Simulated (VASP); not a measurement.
A run of VASP 6.6.1:

The input INCAR:

```
SYSTEM = Mg3Zn7S10
PREC = Accurate ; ENCUT = 520
EDIFF = 1E-6 ; ISMEAR = 0
SIGMA = 0.02 ; LREAL = Auto
LASPH = .True. ; NELM = 100
ALGO = Normal ; ISIF = 2
LWAVE = .False. ; LCHARG = .False.
GGA = PE ; NBANDS = 91
```

KPOINTS

```
Automatic mesh
0
Gamma
  4 4 3
  0 0 0
```

POSCAR

```
Mg3Zn7S10
1.0
    0.0008460000      0.0004630000      6.3732740000
   -0.0075560000      6.7567350000      0.0005000000
   -9.7707520000     -3.3675260000     -0.0015610000
Mg S Zn
3 10 7
Direct
    0.9991792193      0.5387950281      0.4077702103
    0.9990920651      0.3324773151      0.9949635826
    0.9990651508      0.9374597244      0.2014413859
    0.3720699810      0.7338794681      0.7997844461
    0.3864005877      0.5347867867      0.4018789196
    0.3720230442      0.1344471527      0.6009080583
    0.3864183519      0.3332201061      0.9987213964
    0.3863020650      0.9339109790      0.2002982618
    0.8704651182      0.4635783084      0.6093718591
    0.8712424694      0.2757667978      0.2015386928
    0.8705798768      0.8786094891      0.4080304533
    0.8706720767      0.0556998969      0.7937147532
    0.8706695411      0.6722255202      0.9951349846
    0.9995067284      0.7324423416      0.7990854269
    0.9995136030      0.1348987197      0.6036324607
    0.4993791575      0.4667306964      0.6026878937
    0.5026570737      0.2690068503      0.2001726015
    0.5008735248      0.8708871055      0.4025192359
    0.4994805616      0.0641145239      0.7975802410
    0.5008293872      0.6684131699      0.9977816031
```

Potentials or basis: VASP PAW PBE potentials, release 64 (Mg, S, Zn).

The run is started by

```sh
$ cat potpaw_PBE.64/Mg/POTCAR potpaw_PBE.64/S/POTCAR potpaw_PBE.64/Zn/POTCAR > POTCAR
$ mpirun -np 1 vasp_std > vasp.out
```

Hardware: 1 thread of Intel Xeon 8259CL, with other jobs on the host.

Question: How long does it take, and how much memory?

Answer: It took 38 min on 1 thread of Intel Xeon 8259CL, on a shared host, peak memory 0.84 GiB. Counts: scf iterations 18, k points 26.
